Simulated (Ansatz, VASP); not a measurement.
One calculation of ZnSe3, two programs

```xyz
8
Lattice="4.0526 0.0000 0.0000 0.0000 4.0510 0.0000 0.0000 0.0000 16.0044" Properties=species:S:1:pos:R:3 pbc="T T T"
Zn    0.0000    0.0000    0.0001
Zn    2.0263    2.0255   16.0043
Se    0.0000    0.0000    5.4584
Se    2.0263    0.0000    6.7389
Se    2.0263    2.0255   10.5460
Se    0.0000    2.0255    9.2655
Se    0.0000    2.0255    1.5137
Se    2.0263    0.0000   14.4907
```

Alike in both runs: task single point; functional PBE; k mesh 8 × 8 × 2; occupations gaussian, width 0.1 eV; no spin polarisation.

|  | VASP | Ansatz |
| --- | --- | --- |
| version | VASP 6.6.1 | Ansatz 0.2.0 |
| potentials or method | VASP PAW PBE potentials, release 64 (Zn, Se), cutoff 520 eV | scalar-relativistic, plane waves, PAW |
| valence electrons in the cell | 60 | 120 |

Ansatz gave:

| Property | Result |
| --- | --- |
| gap on the k mesh at the Fermi level (eV) | none |
| pressure (GPa) | 0.0 |
| rms of the force components (eV/Å) | 0.002 |

What did VASP give for the same quantities?

gap on the k mesh at the Fermi level (eV): none; pressure (GPa): 0.1; rms of the force components (eV/Å): 0.014.

Atom by atom the forces differ by 0.015 eV/Å (rms over components). A gap of «none» marks a metal or a gap that the smearing closes. The functional is the same, so the differences come from potentials, cutoffs and numerics. VASP's potentials hold 60 valence electrons a cell and Ansatz's 120, so a difference there can come from the potentials and not from the codes.
